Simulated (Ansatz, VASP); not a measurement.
One calculation of TiGe2As2, two programs

```xyz
5
Lattice="4.6509 0.0000 0.0000 -2.3254 4.0278 0.0000 0.0000 0.0000 7.5192" Properties=species:S:1:pos:R:3 pbc="T T T"
Ti    0.0000    0.0000    0.0000
Ge    0.0000    0.0000    2.5058
Ge    0.0000    0.0000    5.0134
As    0.0000    2.6852    3.7596
As    2.3254    1.3426    3.7596
```

Alike in both runs: functional PBE; k mesh 6 × 6 × 4; occupations gaussian, width 0.1 eV; no spin polarisation.

Ansatz relaxed the structure, and its values are those at the end. VASP's run is a single point on that final structure, the one shown.

```csv
,VASP,Ansatz
version,VASP 6.6.1,Ansatz 0.2.0
potentials or method,"VASP PAW PBE potentials, release 64 (Ti_sv, Ge_d, As), cutoff 520 eV","scalar-relativistic, plane waves, PAW"
valence electrons in the cell,50,70
```

Ansatz gave:

```
gap on the k mesh at the Fermi level (eV) : none
pressure (GPa)                            : 0.1
```

Q: Which values does VASP return?

A: gap on the k mesh at the Fermi level (eV): none; pressure (GPa): 0.2.

A gap of «none» marks a metal or a gap that the smearing closes. VASP's potentials hold 50 valence electrons a cell and Ansatz's 70, so a difference there can come from the potentials and not from the codes.
